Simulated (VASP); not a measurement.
## Cu: single point with r2SCAN

Crystal: Cu.

```xyz
1
Lattice="0.0000 1.7319 1.7319 1.7319 0.0000 1.7319 1.7319 1.7319 0.0000" Properties=species:S:1:pos:R:3 pbc="T T T"
Cu    0.0000    0.0000    0.0000
```

| Quantity | Value |
| --- | --- |
| Program | VASP 6.6.1 |
| Task | single point |
| Functional | r2SCAN |
| Potentials or basis | VASP PAW PBE potentials, release 64 (Cu) |
| Cutoff | 520 eV |
| k mesh | 26 × 26 × 26 |
| Occupations | fermi-dirac, width 0.1 eV |
| Spin | no spin polarisation |

The pressure is 20.7 GPa and the band gap on the k mesh is zero (an odd number of electrons rules out a gap without spin polarisation).

Levels at points of the mesh, in eV from the Fermi level:
```csv
k point,band 3,band 4,band 5,band 6,band 7,band 8,band 9,band 10
"(0.00, 0.00, 0.00)",-3.61,-3.61,-2.61,-2.61,24.40,28.48,28.48,28.48
"(0.50, 0.00, 0.00)",-3.67,-1.90,-1.90,-1.48,4.65,22.84,25.25,25.25
"(0.50, 0.50, 0.00)",-1.94,-1.71,-1.71,1.46,8.35,14.80,14.80,19.50
```

Run time: 110 s on 1 thread of Intel(R) Xeon(R) Platinum 8488C (Sapphire Rapids), with other jobs on the host, peak memory 0.17 GiB.

Caveat: the cell stands under pressure; the PAW data sets were made with another functional, which shifts forces and pressure a little.
